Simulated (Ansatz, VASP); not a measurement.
**KCl: VASP beside Ansatz**

Contents of INCAR:

```
  PREC = Accurate
  ENCUT = 520
  EDIFF = 1E-6
  ISMEAR = 0
  SIGMA = 0.02
  LREAL = False
  LASPH = True
  NELM = 100
  ALGO = Normal
  ISIF = 2
  LWAVE = False
  LCHARG = False
  GGA = PE
  NBANDS = 15
```

KPOINTS

```
regular mesh
0
Gamma
  6 6 6
```

Contents of POSCAR:

```
KCl
1.0
    0.0000000000      3.2517305652      3.2517305652
    3.2517305652      0.0000000000      3.2517305652
    3.2517305652      3.2517305652      0.0000000000
K Cl
1 1
Direct
    0.0000000000      0.0000000000      0.0000000000
    0.5000000000      0.5000000000      0.5000000000
```

Input for Ansatz:

```yaml
crystal:
  lattice:
    - [0.0, 3.2517305677, 3.2517305677]
    - [3.2517305677, 0.0, 3.2517305677]
    - [3.2517305677, 3.2517305677, 0.0]
  atoms:
    - { symbol: K, position: [0.0, 0.0, 0.0] }
    - { symbol: Cl, position: [0.5, 0.5, 0.5] }
basis:
  ecutwfc: 420
kpoints:
  mp_grid: { grid: [6, 6, 6] }
hamiltonian:
  xc: pbe
scf:
  occupations: { method: gaussian, width: 0.02 }
output:
  forces: true
  stress: true
  eigenvalues: true
```

Alike in both runs: task single point; functional PBE; k mesh 6 × 6 × 6; occupations gaussian, width 0.02 eV; no spin polarisation.

```csv
,VASP,Ansatz
version,VASP 6.6.1,Ansatz 0.2.0
potentials or method,"VASP PAW PBE potentials, release 64 (K_sv, Cl), cutoff 520 eV","scalar-relativistic, plane waves, PAW"
valence electrons in the cell,16,16
```

|  | VASP | Ansatz | Ansatz less VASP |
| --- | --- | --- | --- |
| gap on the k mesh at the Fermi level (eV) | 4.86 | 4.87 | +0.002 |
| least direct gap on the mesh (eV) | 4.86 | 4.87 | +0.002 |
| pressure (GPa) | -0.8 | -0.8 | 0.00 |
